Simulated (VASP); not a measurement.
# C (Fd-3m) in VASP: further runs

C is run at these levels: PBE; tasks: single point.

Everything below comes from runs of VASP 6.6.1. Logs are shortened: lines on timing, memory, paths and dates and some standing lists are left out, and cuts for length are marked.

## 1. The cell of the first run

Symmetry: Fd-3m, No. 227, cubic system. The conventional cell has a = 3.567 Å, b = 3.567 Å, c = 3.567 Å, α = 90.00°, β = 90.00°, γ = 90.00°. C (site symmetry -43m) has 4 C at 1.54 Å within 2.1 Å.

## 2. Single point, PBE

File INCAR:

```
PREC = Accurate ; ENCUT = 600
EDIFF = 1E-6 ; ISMEAR = -1
SIGMA = 0.1 ; LREAL = False
LASPH = True ; NELM = 120
ALGO = Normal ; ISIF = 2
LWAVE = False ; LCHARG = False
GGA = PE ; NBANDS = 11
GGA_COMPAT = False
```

File KPOINTS:

```
Automatic mesh
0
Gamma
  11 11 11
```

File POSCAR:

```
C
1.0
    0.0000000000      1.7834200000      1.7834200000
    1.7834200000      0.0000000000      1.7834200000
    1.7834200000      1.7834200000      0.0000000000
C
2
Direct
    0.5000000000      0.5000000000      0.5000000000
    0.7500000000      0.7500000000      0.7500000000
```

Potentials or basis: VASP PAW PBE potentials, release 64 (C).

Started as:

```sh
cat potpaw_PBE.64/C/POTCAR > POTCAR
mpirun -np 1 vasp_std > vasp.out
```

OUTCAR:

```text
PREC = Accurate
   ENCUT = 600
   EDIFF = 1E-6
   ISMEAR = -1
   LREAL = False
   LASPH = True
   NELM = 120
   ISIF = 2
   GGA = PE

 ion  position               nearest neighbor table
   1  0.500  0.500  0.500-   2 1.54   2 1.54   2 1.54   2 1.54
   2  0.750  0.750  0.750-   1 1.54   1 1.54   1 1.54   1 1.54

  LATTYP: Found a face centered cubic cell.
 ALAT       =     3.5668400000

  Lattice vectors:

 A1 = (   0.0000000000,   1.7834200000,   1.7834200000)
 A2 = (   1.7834200000,   0.0000000000,   1.7834200000)
 A3 = (   1.7834200000,   1.7834200000,   0.0000000000)

Analysis of symmetry for initial positions (statically):
=====================================================================
 Subroutine PRICEL returns:
 Original cell was already a primitive cell.

 Routine SETGRP: Setting up the symmetry group for a
 face centered cubic supercell.

 Subroutine GETGRP returns: Found 48 space group operations
 (whereof 24 operations were pure point group operations)
 out of a pool of 48 trial point group operations.

The static configuration has the point symmetry T_d .
 The point group associated with its full space group is O_h .

Analysis of symmetry for dynamics (positions and initial velocities):
=====================================================================
 Subroutine PRICEL returns:
 Original cell was already a primitive cell.

 Routine SETGRP: Setting up the symmetry group for a
 face centered cubic supercell.

 Subroutine GETGRP returns: Found 48 space group operations
 (whereof 24 operations were pure point group operations)
 out of a pool of 48 trial point group operations.

The dynamic configuration has the point symmetry T_d .
 The point group associated with its full space group is O_h .

 Subroutine INISYM returns: Found 48 space group operations
 (whereof 24 operations are pure point group operations),
 and found     1 'primitive' translations

----------------------------------------------------------------------------------------

                                     Primitive cell

  volume of cell :      11.3446

  direct lattice vectors                    reciprocal lattice vectors
     0.000000000  1.783420000  1.783420000    -0.280360207  0.280360207  0.280360207
     1.783420000  0.000000000  1.783420000     0.280360207 -0.280360207  0.280360207
     1.783420000  1.783420000  0.000000000     0.280360207  0.280360207 -0.280360207

  length of vectors
     2.522136751  2.522136751  2.522136751     0.485598123  0.485598123  0.485598123

  position of ions in fractional coordinates (direct lattice)
     0.500000000  0.500000000  0.500000000
     0.750000000  0.750000000  0.750000000

  ion indices of the primitive-cell ions
   primitive index   ion index
                 1           1
                 2           2

----------------------------------------------------------------------------------------

 KPOINTS: Automatic mesh

Automatic generation of k-mesh.
 Grid dimensions read from file:
 generate k-points for:   11   11   11

 Generating k-lattice:

  Cartesian coordinates                     Fractional coordinates (reciprocal lattice)
    -0.025487292  0.025487292  0.025487292     0.090909091  0.000000000  0.000000000
     0.025487292 -0.025487292  0.025487292     0.000000000  0.090909091  0.000000000
     0.025487292  0.025487292 -0.025487292     0.000000000  0.000000000  0.090909091

  Length of vectors
     0.044145284  0.044145284  0.044145284

  Shift w.r.t. Gamma in fractional coordinates (k-lattice)
     0.000000000  0.000000000  0.000000000

 Subroutine IBZKPT returns following result:
 ===========================================

 Found     56 irreducible k-points:

 Following reciprocal coordinates:
            Coordinates               Weight
  0.000000  0.000000  0.000000      1.000000
  0.090909  0.000000  0.000000      8.000000
  0.181818  0.000000  0.000000      8.000000
  0.272727  0.000000  0.000000      8.000000
  0.363636  0.000000  0.000000      8.000000
  0.454545  0.000000  0.000000      8.000000
[... 16 lines left out ...]
 -0.272727  0.181818  0.000000     24.000000
 -0.181818  0.181818  0.000000     12.000000
 [... further k-points ...]
   k-points           NKPTS =     56   k-points in BZ     NKDIM =     56   number of bands    NBANDS=     11
   number of dos      NEDOS =    301   number of ions     NIONS =      2
   total plane-waves  NPLWV =   8000
   dimension x,y,z NGX =    20 NGY =   20 NGZ =   20
   dimension x,y,z NGXF=    40 NGYF=   40 NGZF=   40
   ions per type =               2
   NGX,Y,Z   is equivalent  to a cutoff of  13.18, 13.18, 13.18 a.u.
   NGXF,Y,Z  is equivalent  to a cutoff of  26.37, 26.37, 26.37 a.u.
 SYSTEM =  unknown system
   PREC   = accura    normal or accurate (medium, high low for compatibility)
   ISTART =      0    job   : 0-new  1-cont  2-samecut
   ICHARG =      2    charge: 1-file 2-atom 10-const
   ISPIN  =      1    spin polarized calculation?
   LNONCOLLINEAR =      F non collinear calculations
   LSORBIT =      F    spin-orbit coupling
   LASPH  =      T    aspherical Exc in radial PAW
   ENCUT  =  600.0 eV  44.10 Ry    6.64 a.u.   5.04  5.04  5.04*2*pi/ulx,y,z
   NELM   =    120;   NELMIN=  2; NELMDL= -5     # of ELM steps
   EDIFF  = 0.1E-05   stopping-criterion for ELM
   LREAL  =      F    real-space projection
   EDIFFG = 0.1E-04   stopping-criterion for IOM
   NSW    =      0    number of steps for IOM
   IBRION =     -1    ionic relax: 0-MD 1-quasi-New 2-CG
   NFREE  =      0    steps in history (QN), initial steepest desc. (CG)
   ISIF   =      2    stress and relaxation
   ISYM   =      2    0-nonsym 1-usesym 2-fastsym
   POTIM  = 0.5000    time-step for ionic-motion
   TEBEG  =    0.0;   TEEND  =   0.0 temperature during run
   PSTRESS=    0.0 pullay stress
   NELECT =       8.0000    total number of electrons
   NUPDOWN=      -1.0000    fix difference up-down
   EMIN   =  10.00;   EMAX   =-10.00  energy-range for DOS
   EFERMI =   0.00;   METHOD = LEGACY
   ISMEAR =    -1;   SIGMA  =   0.10  broadening in eV -4-tet -1-fermi 0-gaus
   EFERMI_NEDOS =   21; number of points for ismear=-14 and -15
   IALGO  =     38    algorithm
   IMIX   =      4    mixing-type and parameters
     AMIX     =   0.40;   BMIX     =  1.00
     AMIX_MAG =   1.60;   BMIX_MAG =  1.00
  volume/ion in A,a.u.               =       5.67        38.28
  Fermi-wavevector in a.u.,A,eV,Ry     =   1.457162  2.753637 28.889541  2.123321
  Thomas-Fermi vector in A             =   2.573996
   LORBIT       =      0    0 simple, 1 ext, 2 COOP (PROOUT), +10 PAW based schemes
   GGA     = PE    functional components
   LHFCALC =     F    Hartree Fock is set to
   AEXX    =    0.0000 exact exchange contribution
   IVDW    =     0    specifies the selected vdW correction
   LEPSILON=     F    determine dielectric tensor
   LRPA    =     F    only Hartree local field effects (RPA)
 non-spin polarized calculation
  energy-cutoff  :      600.00
  volume of cell :       11.34
 maximum number of plane-waves:       388
   NGX =  9   NGY =  9   NGZ =  9

 number of electron       7.9999999 magnetization

 Free energy of the ion-electron system (eV)
  ---------------------------------------------------
  ext. energy  EPLUGINS =         0.00000000
  ---------------------------------------------------
  free energy    TOTEN  =       -18.19008653 eV

  energy without entropy =      -18.19008653  energy(sigma->0) =      -18.19008653

 E-fermi :  11.5739     XC(G=0): -13.2503

 val. band max:        9.7272991871   @ k =   0.0000   0.0000   0.0000
 cond. band min:      13.8558964620   @ k =   0.3636   0.3636   0.0000
 fundamental gap:      4.1285972749
 Fermi energy:        11.5738991140

 k-point     1 :       0.0000    0.0000    0.0000
  band No.  band energies     occupation
      1     -11.7480      2.00000
      2       9.7273      2.00000
      3       9.7273      2.00000
      4       9.7273      2.00000
      5      15.3173      0.00000
      6      15.3173      0.00000
      7      15.3173      0.00000
      8      23.0567      0.00000
      9      29.0212      0.00000
     10      36.2625      0.00000
     11      36.2625      0.00000

 k-point     2 :       0.0909    0.0000    0.0000
  band No.  band energies     occupation
      1     -11.5194      2.00000
      2       8.3021      2.00000
      3       9.3501      2.00000
      4       9.3501      2.00000
      5      15.8122      0.00000
      6      15.8122      0.00000
      7      16.1353      0.00000
      8      23.2525      0.00000
      9      29.3963      0.00000
     10      33.9504      0.00000
     11      33.9504      0.00000

 k-point     3 :       0.1818    0.0000    0.0000
  band No.  band energies     occupation
      1     -10.8364      2.00000
      2       5.4638      2.00000
      3       8.5673      2.00000
      4       8.5673      2.00000
      5      16.8328      0.00000
      6      16.8328      0.00000
      7      17.2863      0.00000
      8      23.8082      0.00000
      9      30.1185      0.00000
     10      32.3716      0.00000
     11      32.3716      0.00000

 k-point     4 :       0.2727    0.0000    0.0000
  band No.  band energies     occupation
      1      -9.7120      2.00000
      2       2.3636      2.00000
      3       7.8066      2.00000
      4       7.8066      2.00000
      5      17.6894      0.00000
      6      17.6894      0.00000
      7      18.0143      0.00000
      8      24.5453      0.00000
      9      30.4970      0.00000
     10      32.2337      0.00000
     11      32.2337      0.00000
[... 239 lines left out ...]
 k-point    22 :      -0.3636    0.1818    0.0000
  band No.  band energies     occupation
      1      -6.2643      2.00000
      2      -1.6619      2.00000
      3       3.6963      2.00000
      4       6.3572      2.00000
      5      17.4304      0.00000
      6      19.8630      0.00000
      7      21.2227      0.00000
      8      24.9915      0.00000
      9      29.0382      0.00000
     10      32.3604      0.00000
     11      34.4738      0.00000

 k-point    23 :      -0.2727    0.1818    0.0000
  band No.  band energies     occupation
      1      -7.9567      2.00000
      2       0.9210      2.00000
      3       3.6850      2.00000
      4       7.1892      2.00000
      5      18.0468      0.00000
      6      18.9064      0.00000
      7      20.7916      0.00000
      8      23.8538      0.00000
      9      30.2143      0.00000
     10      30.3682      0.00000
     11      34.1660      0.00000

 k-point    24 :      -0.1818    0.1818    0.0000
  band No.  band energies     occupation
      1      -9.3396      2.00000
      2       3.4373      2.00000
      3       4.3670      2.00000
      4       8.0853      2.00000
      5      17.7281      0.00000
      6      18.3786      0.00000
      7      19.5857      0.00000
      8      23.3961      0.00000
      9      29.7458      0.00000
     10      30.8327      0.00000
     11      33.3542      0.00000

 [... further k-points ...]
[... 5 lines left out ...]
  --------------------------------------------------------------------------------------
  -------------------------------------------------------------------------------------
  Total        0.1231565      0.1231565      0.1231565      0.0000000     -0.0000000     -0.0000000
  in kB       17.3930996     17.3930996     17.3930996      0.0000000     -0.0000000     -0.0000000
  external PRESSURE =      17.3930996 kB  Pullay stress =       0.0000000 kB

 VOLUME and BASIS-vectors are now :
 -----------------------------------------------------------------------------
  energy-cutoff  :      600.00
  volume of cell :       11.34
      direct lattice vectors                 reciprocal lattice vectors
     0.000000000  1.783420000  1.783420000    -0.280360207  0.280360207  0.280360207
     1.783420000  0.000000000  1.783420000     0.280360207 -0.280360207  0.280360207
     1.783420000  1.783420000  0.000000000     0.280360207  0.280360207 -0.280360207

 POSITION                                       TOTAL-FORCE (eV/Angst)
 -----------------------------------------------------------------------------------
      1.78342      1.78342      1.78342         0.000000      0.000000      0.000000
      2.67513      2.67513      2.67513        -0.000000     -0.000000     -0.000000
 -----------------------------------------------------------------------------------
    total drift:                                0.000000     -0.000000      0.000000

  FREE ENERGIE OF THE ION-ELECTRON SYSTEM (eV)
  ---------------------------------------------------
  free  energy   TOTEN  =       -18.1900865299 eV

  energy  without entropy=      -18.1900865298  energy(sigma->0) =      -18.19008653
```

It used 7.7 s of CPU time on 1 thread of AMD EPYC 7R13 Processor (Zen 3) (shared host).

Results:

| Item | Value |
| --- | --- |
| Free energy | -18.1901 eV |
| Pressure | 1.7 GPa |
| Band gap on the k mesh | 4.13 eV, indirect (least direct gap 5.59 eV) |

A k mesh can miss the band edges. A hybrid or GW would open this gap; PBE tends to underestimate it.

(Continued in part 2 of 2.)
